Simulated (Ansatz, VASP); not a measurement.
# One calculation of Nb, two programs

```
CELL_PARAMETERS angstrom
-1.65172 1.65172 1.65172
1.65172 -1.65172 1.65172
1.65172 1.65172 -1.65172
ATOMIC_POSITIONS crystal
Nb 0.00000 0.00000 0.00000
```

Alike in both runs: functional r2SCAN; k mesh 24 × 24 × 24; occupations gaussian, width 0.1 eV; no spin polarisation.

Ansatz relaxed the structure, and its values are those at the end. VASP's run is a single point on that final structure, the one shown.

```csv
,VASP,Ansatz
version,VASP 6.6.1,Ansatz 0.2.0
potentials or method,"VASP PAW PBE potentials, release 64 (Nb_sv), cutoff 520 eV","scalar-relativistic, plane waves, PAW"
valence electrons in the cell,13,13
```

|  | VASP | Ansatz | Ansatz less VASP |
| --- | --- | --- | --- |
| gap on the k mesh at the Fermi level (eV) | none | none | - |
| pressure (GPa) | -0.2 | 0.0 | +0.22 |

VASP's potentials were made for PBE, not for r2SCAN. A gap of «none» marks a metal or a gap that the smearing closes.
